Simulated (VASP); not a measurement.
AlCo: single point with r2SCAN

The system is AlCo.

```
CELL_PARAMETERS angstrom
2.81940 0.00000 0.00000
0.00000 2.81940 0.00000
0.00000 0.00000 2.81940
ATOMIC_POSITIONS crystal
Al 0.00000 0.00000 0.00000
Co 0.50000 0.50000 0.50000
```

```json
{
 "Program": "VASP 6.6.1",
 "Task": "single point",
 "Functional": "r2SCAN",
 "Potentials or basis": "VASP PAW PBE potentials, release 64 (Al, Co)",
 "Cutoff": "520 eV",
 "k mesh": "12 × 12 × 12",
 "Occupations": "fermi-dirac, width 0.15 eV",
 "Spin": "collinear spin, ferromagnetic start",
 "Starting moments": "[0.0, 1.8] μB",
 "Dipole correction": "no",
 "Further INCAR settings": "ALGO = Normal; EDIFF = 1e-06; NBANDS = 17"
}
```

```yaml
Pressure: 0.8 GPa
Band_gap_on_the_k_mesh: zero (filled and empty bands overlap)
Net_moment: 0.00 μB per cell
Valence_electrons_inside_the_program's_atomic_spheres: Al 0.85; Co 8.56
```

Levels at points of the mesh, in eV from the Fermi level:
Spin up:
```
           k point  band 4  band 5  band 6  band 7  band 8  band 9
(0.00, 0.00, 0.00)   -1.04   -1.04   -1.04    6.56    6.56    6.56
(0.50, 0.00, 0.00)   -1.97   -1.97   -0.92    0.34    8.83   11.36
(0.50, 0.50, 0.00)   -2.95   -1.76   -1.76   -0.11    2.71    3.84
(0.50, 0.50, 0.50)   -0.07   -0.07    2.42    2.42    2.42    5.25
```
Spin down:
```tsv
k point	band 3	band 4	band 5	band 6	band 7	band 8	band 9	band 10
(0.00, 0.00, 0.00)	-3.15	-1.05	-1.05	-1.05	6.56	6.56	6.56	9.20
(0.50, 0.00, 0.00)	-2.47	-1.97	-1.97	-0.93	0.33	8.83	11.36	11.36
(0.50, 0.50, 0.00)	-2.95	-2.95	-1.76	-1.76	-0.12	2.70	3.84	14.20
(0.50, 0.50, 0.50)	-4.36	-0.08	-0.08	2.43	2.43	2.43	5.25	5.67
```

Wall time 2.4 min on 1 thread of Intel(R) Xeon(R) Platinum 8259CL CPU @ 2.50GHz (Skylake/Cascade Lake), on a shared host, peak memory 0.19 GiB.

Caveat: the starting moments collapsed, and a magnetic state may lie lower; the PAW data sets were made with another functional, which shifts forces and pressure a little.
